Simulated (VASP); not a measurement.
# Ag (Fm-3m) in VASP: a series of runs

The runs below take Ag through single point, with r2SCAN.

Everything below comes from runs of VASP 6.6.1. Logs are shortened: lines on timing, memory, paths and dates and some standing lists are left out, and cuts for length are marked.

## (1) The cell of the first run

The structure is cubic, space group Fm-3m (No. 225). Conventional cell: a = 4.135 Å, b = 4.135 Å, c = 4.135 Å, α = 90.00°, β = 90.00°, γ = 90.00°. Within 3.9 Å of Ag (site symmetry m-3m) lie 12 Ag at 2.92 Å.

## (2) Single point, r2SCAN

Input file POSCAR:

```
Ag
1.0
    0.0000000000      2.0675000000      2.0675000000
    2.0675000000      0.0000000000      2.0675000000
    2.0675000000      2.0675000000      0.0000000000
Ag
1
Direct
    0.0000000000      0.0000000000      0.0000000000
```

Input file INCAR.step1:

```
SYSTEM = Ag
PREC = Accurate
ENCUT = 520
ISMEAR = 0
SIGMA = 0.1
LREAL = .False.
LASPH = .True.
NELM = 100
NBANDS = 12
GGA = PE
ALGO = Normal
EDIFF = 1E-4
LWAVE = .True.
LCHARG = .False.
```

Input file INCAR.step2:

```
SYSTEM = Ag
PREC = Accurate
ENCUT = 520
EDIFF = 1E-6
ISMEAR = 0
SIGMA = 0.1
LREAL = .False.
LASPH = .True.
NELM = 100
ALGO = Normal
ISIF = 2
LWAVE = .False.
LCHARG = .False.
METAGGA = R2SCAN
LMIXTAU = .True.
NBANDS = 12
ISTART = 1
```

Input file KPOINTS:

```
Automatic mesh
0
Gamma
  8 8 8
  0 0 0
```

Potentials or basis: VASP PAW PBE potentials, release 64 (Ag).

Command:

```console
> cat potpaw_PBE.64/Ag/POTCAR > POTCAR
> cp INCAR.step1 INCAR
> mpirun -np 1 vasp_std > vasp.out
> cp INCAR.step2 INCAR
> mpirun -np 1 vasp_std > vasp.out
```

OUTCAR:

```text
SYSTEM = Ag
   PREC = Accurate
   ENCUT = 520
   EDIFF = 1E-6
   ISMEAR = 0
   LREAL = .False.
   LASPH = .True.
   NELM = 100
   ISIF = 2
   METAGGA = R2SCAN
   ISTART = 1

 ion  position               nearest neighbor table
   1  0.000  0.000  0.000-

  LATTYP: Found a face centered cubic cell.
 ALAT       =     4.1350000000

  Lattice vectors:

 A1 = (   0.0000000000,   2.0675000000,   2.0675000000)
 A2 = (   2.0675000000,   0.0000000000,   2.0675000000)
 A3 = (   2.0675000000,   2.0675000000,   0.0000000000)

Analysis of symmetry for initial positions (statically):
[... 33 lines left out ...]
                                     Primitive cell

  volume of cell :      17.6753

  direct lattice vectors                    reciprocal lattice vectors
     0.000000000  2.067500000  2.067500000    -0.241837969  0.241837969  0.241837969
     2.067500000  0.000000000  2.067500000     0.241837969 -0.241837969  0.241837969
     2.067500000  2.067500000  0.000000000     0.241837969  0.241837969 -0.241837969

  length of vectors
     2.923886540  2.923886540  2.923886540     0.418875649  0.418875649  0.418875649

  position of ions in fractional coordinates (direct lattice)
     0.000000000  0.000000000  0.000000000

  ion indices of the primitive-cell ions
   primitive index   ion index
                 1           1

----------------------------------------------------------------------------------------

 KPOINTS: Automatic mesh

Automatic generation of k-mesh.
 Grid dimensions read from file:
 generate k-points for:    8    8    8

 Generating k-lattice:

  Cartesian coordinates                     Fractional coordinates (reciprocal lattice)
    -0.030229746  0.030229746  0.030229746     0.125000000  0.000000000  0.000000000
     0.030229746 -0.030229746  0.030229746     0.000000000  0.125000000  0.000000000
     0.030229746  0.030229746 -0.030229746     0.000000000  0.000000000  0.125000000

  Length of vectors
     0.052359456  0.052359456  0.052359456

  Shift w.r.t. Gamma in fractional coordinates (k-lattice)
     0.000000000  0.000000000  0.000000000

 Subroutine IBZKPT returns following result:
 ===========================================

 Found     29 irreducible k-points:

 Following reciprocal coordinates:
            Coordinates               Weight
  0.000000  0.000000  0.000000      1.000000
  0.125000  0.000000  0.000000      8.000000
  0.250000  0.000000  0.000000      8.000000
  0.375000  0.000000  0.000000      8.000000
  0.500000  0.000000  0.000000      4.000000
  0.125000  0.125000  0.000000      6.000000
[... 16 lines left out ...]
  0.500000  0.250000  0.125000     48.000000
 -0.375000  0.250000  0.125000     24.000000
 [... further k-points ...]
   k-points           NKPTS =     29   k-points in BZ     NKDIM =     29   number of bands    NBANDS=     12
   number of dos      NEDOS =    301   number of ions     NIONS =      1
   total plane-waves  NPLWV =  13824
   dimension x,y,z NGX =    24 NGY =   24 NGZ =   24
   dimension x,y,z NGXF=    48 NGYF=   48 NGZF=   48
   ions per type =               1
   NGX,Y,Z   is equivalent  to a cutoff of  13.65, 13.65, 13.65 a.u.
   NGXF,Y,Z  is equivalent  to a cutoff of  27.29, 27.29, 27.29 a.u.
 SYSTEM =  Ag
   PREC   = accura    normal or accurate (medium, high low for compatibility)
   ISTART =      1    job   : 0-new  1-cont  2-samecut
   ICHARG =      0    charge: 1-file 2-atom 10-const
   ISPIN  =      1    spin polarized calculation?
   LNONCOLLINEAR =      F non collinear calculations
   LSORBIT =      F    spin-orbit coupling
   LASPH  =      T    aspherical Exc in radial PAW
   ENCUT  =  520.0 eV  38.22 Ry    6.18 a.u.   5.44  5.44  5.44*2*pi/ulx,y,z
   NELM   =    100;   NELMIN=  2; NELMDL=  0     # of ELM steps
   EDIFF  = 0.1E-05   stopping-criterion for ELM
   LREAL  =      F    real-space projection
   EDIFFG = 0.1E-04   stopping-criterion for IOM
   NSW    =      0    number of steps for IOM
   IBRION =     -1    ionic relax: 0-MD 1-quasi-New 2-CG
   NFREE  =      0    steps in history (QN), initial steepest desc. (CG)
   ISIF   =      2    stress and relaxation
   ISYM   =      2    0-nonsym 1-usesym 2-fastsym
   POTIM  = 0.5000    time-step for ionic-motion
   TEBEG  =    0.0;   TEEND  =   0.0 temperature during run
   PSTRESS=    0.0 pullay stress
   NELECT =      11.0000    total number of electrons
   NUPDOWN=      -1.0000    fix difference up-down
   EMIN   =  10.00;   EMAX   =-10.00  energy-range for DOS
   EFERMI =   0.00;   METHOD = LEGACY
   ISMEAR =     0;   SIGMA  =   0.10  broadening in eV -4-tet -1-fermi 0-gaus
   EFERMI_NEDOS =   21; number of points for ismear=-14 and -15
   IALGO  =     38    algorithm
   IMIX   =      4    mixing-type and parameters
     AMIX     =   0.40;   BMIX     =  1.00
     AMIX_MAG =   1.60;   BMIX_MAG =  1.00
  volume/ion in A,a.u.               =      17.68       119.28
  Fermi-wavevector in a.u.,A,eV,Ry     =   1.397709  2.641288 26.580226  1.953591
  Thomas-Fermi vector in A             =   2.520939
   LORBIT       =      0    0 simple, 1 ext, 2 COOP (PROOUT), +10 PAW based schemes
   METAGGA = R2SCAN    functional components
   LHFCALC =     F    Hartree Fock is set to
   AEXX    =    0.0000 exact exchange contribution
   IVDW    =     0    specifies the selected vdW correction
   LEPSILON=     F    determine dielectric tensor
   LRPA    =     F    only Hartree local field effects (RPA)
 non-spin polarized calculation
 Gauss-broadening in eV      SIGMA  =   0.10
  energy-cutoff  :      520.00
  volume of cell :       17.68
 maximum number of plane-waves:       531
 NGX is ok and might be reduce to    24
   NGX = 11   NGY = 11   NGZ = 11

 number of electron      10.9999999 magnetization

 Free energy of the ion-electron system (eV)
  ---------------------------------------------------
  ext. energy  EPLUGINS =         0.00000000
  ---------------------------------------------------
  free energy    TOTEN  =       -21.32841154 eV

  energy without entropy =      -21.32556047  energy(sigma->0) =      -21.32698600

 E-fermi :   7.7171     XC(G=0): -12.7132

 val. band max:        7.7155836006   @ k =   0.5000   0.0000   0.0000
 cond. band min:       8.1609949135   @ k =   0.5000   0.3750   0.1250
 fundamental gap:      0.4454113129
 Fermi energy:         7.7170547039

 k-point     1 :       0.0000    0.0000    0.0000
  band No.  band energies     occupation
      1       0.2620      2.00000
      2       2.9456      2.00000
      3       2.9456      2.00000
      4       2.9456      2.00000
      5       3.9260      2.00000
      6       3.9260      2.00000
      7      24.5125      0.00000
      8      28.0040      0.00000
      9      28.0040      0.00000
     10      28.0040      0.00000
     11      32.8763      0.00000
     12      33.7041      0.00000

 k-point     2 :       0.1250    0.0000    0.0000
  band No.  band energies     occupation
      1       0.7324      2.00000
      2       2.8679      2.00000
      3       3.0595      2.00000
      4       3.0595      2.00000
      5       3.8947      2.00000
      6       3.8947      2.00000
      7      23.8356      0.00000
      8      25.5713      0.00000
      9      28.0899      0.00000
     10      28.0900      0.00000
     11      31.8358      0.00000
     12      33.1938      0.00000

 k-point     3 :       0.2500    0.0000    0.0000
  band No.  band energies     occupation
      1       1.5596      2.00000
      2       3.1366      2.00000
      3       3.1366      2.00000
      4       3.3037      2.00000
      5       4.0514      2.00000
      6       4.0514      2.00000
      7      19.2163      0.00000
      8      25.0715      0.00000
      9      27.8386      0.00000
     10      27.8386      0.00000
     11      31.3178      0.00000
     12      31.7158      0.00000

 k-point     4 :       0.3750    0.0000    0.0000
  band No.  band energies     occupation
      1       1.5472      2.00000
      2       2.9994      2.00000
      3       2.9994      2.00000
      4       4.4774      2.00000
      5       4.4774      2.00000
      6       5.5312      2.00000
      7      14.4500      0.00000
      8      24.1637      0.00000
      9      26.7653      0.00000
     10      26.7654      0.00000
     11      31.0834      0.00000
     12      31.0834      0.00000

 k-point     5 :       0.5000    0.0000    0.0000
  band No.  band energies     occupation
      1       1.4523      2.00000
      2       2.9212      2.00000
      3       2.9212      2.00000
      4       4.6936      2.00000
      5       4.6936      2.00000
      6       7.7156      1.01660
      7      11.4562      0.00000
      8      23.7409      0.00000
      9      26.1598      0.00000
     10      26.1598      0.00000
     11      31.0178      0.00000
     12      31.0178      0.00000

 k-point     6 :       0.1250    0.1250    0.0000
  band No.  band energies     occupation
      1       0.8924      2.00000
      2       2.7134      2.00000
      3       3.1724      2.00000
      4       3.1724      2.00000
      5       3.7178      2.00000
      6       4.0284      2.00000
      7      24.6369      0.00000
      8      26.2603      0.00000
      9      26.2695      0.00000
     10      26.2695      0.00000
     11      32.3309      0.00000
     12      33.6679      0.00000

 k-point     7 :       0.2500    0.1250    0.0000
  band No.  band energies     occupation
      1       1.7022      2.00000
      2       2.5914      2.00000
      3       3.2215      2.00000
      4       3.3540      2.00000
      5       3.9859      2.00000
      6       4.1940      2.00000
      7      21.1947      0.00000
      8      24.8991      0.00000
      9      24.9644      0.00000
     10      27.4548      0.00000
     11      29.9656      0.00000
     12      33.4251      0.00000

 k-point     8 :       0.3750    0.1250    0.0000
  band No.  band energies     occupation
      1       1.8268      2.00000
      2       2.9415      2.00000
      3       3.2812      2.00000
      4       3.3232      2.00000
      5       4.5520      2.00000
      6       5.6204      2.00000
      7      16.2640      0.00000
      8      23.9893      0.00000
      9      24.2443      0.00000
     10      25.8709      0.00000
     11      32.3306      0.00000
     12      33.1994      0.00000
[... 166 lines left out ...]
 k-point    20 :      -0.3750    0.3750    0.0000
  band No.  band energies     occupation
      1       1.8022      2.00000
      2       2.2237      2.00000
      3       3.6665      2.00000
      4       4.1441      2.00000
      5       4.6271      2.00000
      6      12.3181      0.00000
      7      13.2858      0.00000
      8      15.1034      0.00000
      9      20.9594      0.00000
     10      24.9894      0.00000
     11      32.3055      0.00000
     12      35.9917      0.00000

 k-point    21 :       0.5000    0.5000    0.0000
  band No.  band energies     occupation
      1       1.3973      2.00000
      2       1.5073      2.00000
      3       4.6568      2.00000
      4       4.8961      2.00000
      5       4.8961      2.00000
      6       9.7132      0.00000
      7      14.6379      0.00000
      8      18.8864      0.00000
      9      18.8865      0.00000
     10      25.2005      0.00000
     11      25.3262      0.00000
     12      38.4007      0.00000

 k-point    22 :       0.3750    0.2500    0.1250
  band No.  band energies     occupation
      1       2.3239      2.00000
      2       2.3480      2.00000
      3       3.0302      2.00000
      4       3.7819      2.00000
      5       3.9887      2.00000
      6       5.3310      2.00000
      7      20.0051      0.00000
      8      20.3026      0.00000
      9      24.4831      0.00000
     10      27.7193      0.00000
     11      29.4903      0.00000
     12      32.8248      0.00000

 k-point    23 :       0.5000    0.2500    0.1250
  band No.  band energies     occupation
      1       2.1408      2.00000
      2       2.6647      2.00000
      3       3.0280      2.00000
      4       3.7031      2.00000
      5       4.4258      2.00000
      6       7.6283      1.79039
      7      15.3820      0.00000
      8      19.8899      0.00000
      9      22.2637      0.00000
     10      27.4371      0.00000
     11      30.9281      0.00000
     12      34.2550      0.00000

 k-point    24 :      -0.3750    0.2500    0.1250
  band No.  band energies     occupation
      1       2.0846      2.00000
      2       2.5239      2.00000
      3       3.4029      2.00000
      4       3.5227      2.00000
      5       4.6245      2.00000
      6      10.3051      0.00000
      7      11.8587      0.00000
      8      20.5194      0.00000
      9      20.7368      0.00000
     10      26.8735      0.00000
     11      31.5409      0.00000
     12      35.8139      0.00000

 [... further k-points ...]
[... 5 lines left out ...]
  --------------------------------------------------------------------------------------
  -------------------------------------------------------------------------------------
  Total       -0.1542720     -0.1542720     -0.1542720     -0.0000000     -0.0000000     -0.0000000
  in kB      -13.9839950    -13.9839950    -13.9839950     -0.0000000     -0.0000000     -0.0000000
  external PRESSURE =     -13.9839950 kB  Pullay stress =       0.0000000 kB

 VOLUME and BASIS-vectors are now :
 -----------------------------------------------------------------------------
  energy-cutoff  :      520.00
  volume of cell :       17.68
      direct lattice vectors                 reciprocal lattice vectors
     0.000000000  2.067500000  2.067500000    -0.241837969  0.241837969  0.241837969
     2.067500000  0.000000000  2.067500000     0.241837969 -0.241837969  0.241837969
     2.067500000  2.067500000  0.000000000     0.241837969  0.241837969 -0.241837969

 POSITION                                       TOTAL-FORCE (eV/Angst)
 -----------------------------------------------------------------------------------
      0.00000      0.00000      0.00000         0.000000      0.000000      0.000000
 -----------------------------------------------------------------------------------
    total drift:                               -0.000000      0.000000      0.000000

  FREE ENERGIE OF THE ION-ELECTRON SYSTEM (eV)
  ---------------------------------------------------
  free  energy   TOTEN  =       -21.3284115424 eV

  energy  without entropy=      -21.3255604667  energy(sigma->0) =      -21.32698600
```

Run time: 14 s. Hardware: 1 thread of Intel Xeon Platinum 8488C (Sapphire Rapids), shared host; peak memory 0.14 GiB.

What came out:

* Free energy: -21.3284 eV
* Pressure: -1.4 GPa

Levels at points of the mesh, in eV from the Fermi level:
```csv
k point,band 4,band 5,band 6,band 7,band 8,band 9
"(0.00, 0.00, 0.00)",-4.77,-3.79,-3.79,16.80,20.29,20.29
"(0.50, 0.00, 0.00)",-3.02,-3.02,0.00,3.74,16.02,18.44
"(0.50, 0.50, 0.00)",-2.82,-2.82,2.00,6.92,11.17,11.17
```

Caveat: the PAW data sets were made with another functional, which shifts forces and pressure a little.

## (3) Single point, r2SCAN

This run uses another cell than the first one, of 17.29 Å³/atom, 0.978 times its volume.

Input file POSCAR:

```
Ag
1.0
    0.0000000000      2.0522055143      2.0522055143
    2.0522055143      0.0000000000      2.0522055143
    2.0522055143      2.0522055143      0.0000000000
Ag
1
Direct
    0.0000000000      0.0000000000      0.0000000000
```

Input file INCAR.step1:

```
SYSTEM = Ag
PREC = Accurate ; ENCUT = 520
ISMEAR = 0 ; SIGMA = 0.1
LREAL = .False. ; LASPH = .True.
NELM = 80 ; NBANDS = 12
GGA = PE ; ALGO = Normal
EDIFF = 1E-4 ; LWAVE = .True.
LCHARG = .False.
```

Input file INCAR.step2:

```
SYSTEM = Ag
PREC = Accurate ; ENCUT = 520
EDIFF = 1E-7 ; ISMEAR = 0
SIGMA = 0.1 ; LREAL = .False.
LASPH = .True. ; NELM = 80
ALGO = Normal ; ISIF = 2
LWAVE = .False. ; LCHARG = .False.
METAGGA = R2SCAN ; LMIXTAU = .True.
NBANDS = 12 ; ISTART = 1
```

Input file KPOINTS:

```
regular mesh
0
Gamma
  22 22 22
  0 0 0
```

Potentials or basis: VASP PAW PBE potentials, release 64 (Ag).

Command:

```console
> cat potpaw_PBE.64/Ag/POTCAR > POTCAR
> cp INCAR.step1 INCAR
> mpirun -np 1 vasp_std > vasp.out
> cp INCAR.step2 INCAR
> mpirun -np 1 vasp_std > vasp.out
```

Wall time 1.9 min (1 thread of Intel Xeon Platinum 8488C (Sapphire Rapids), shared host); peak memory 0.19 GiB.

It converged, with:

| Quantity | Value |
| --- | --- |
| Free energy | -21.3603 eV |
| Pressure | 0.1 GPa |

Levels at points of the mesh, in eV from the Fermi level:
| k point | band 2 | band 3 | band 4 | band 5 | band 6 | band 7 | band 8 | band 9 | band 10 | band 11 |
| --- | --- | --- | --- | --- | --- | --- | --- | --- | --- | --- |
| (0.00, 0.00, 0.00) | -5.13 | -5.13 | -5.13 | -4.12 | -4.12 | 16.57 | 20.22 | 20.22 | 20.22 | 25.14 |
| (0.50, 0.00, 0.00) | -5.16 | -5.16 | -3.32 | -3.32 | -0.34 | 3.58 | 15.81 | 18.42 | 18.42 | 23.36 |
| (0.50, 0.50, 0.00) | -6.63 | -3.36 | -3.11 | -3.11 | 1.69 | 6.82 | 11.02 | 11.02 | 17.47 | 17.64 |

Caveat: the PAW data sets were made with another functional, which shifts forces and pressure a little.
